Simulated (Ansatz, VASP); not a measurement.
## Pt: VASP beside Ansatz

```
Pt
1.0
     2.77186    0.00000    0.00000
     1.38593    2.40050    0.00000
     0.00000    0.00000   22.78964
Pt
4
Direct
  0.00000 0.00000 0.34642
  0.33333 0.33333 0.44915
  0.66667 0.66667 0.55085
  0.00000 0.00000 0.65358
```

Alike in both runs: functional PBE; k mesh 16 × 16 × 1; occupations gaussian, width 0.05 eV; no spin polarisation.

Ansatz relaxed the structure, and its values are those at the end. VASP's run is a single point on that final structure, the one shown.

|  | VASP | Ansatz |
| --- | --- | --- |
| version | VASP 6.6.1 | Ansatz 0.2.0 |
| potentials or method | VASP PAW PBE potentials, release 64 (Pt) | scalar-relativistic, plane waves, PAW |
| plane-wave cutoff (eV) | 520 | 420 |
| valence electrons in the cell | 40 | 72 |

```csv
,VASP,Ansatz,Ansatz less VASP
gap on the k mesh at the Fermi level (eV),none,none,-
rms of the force components (eV/Å),0.009,0.002,-0.0067
```

A gap of «none» marks a metal or a gap that the smearing closes. With one functional, cell and mesh, what is left measures potentials, basis and numerics. VASP's potentials hold 40 valence electrons a cell and Ansatz's 72, so a difference there can come from the potentials and not from the codes. Ansatz's warnings: xc potential rough in thin density.

Neither program's run includes spin-orbit coupling.
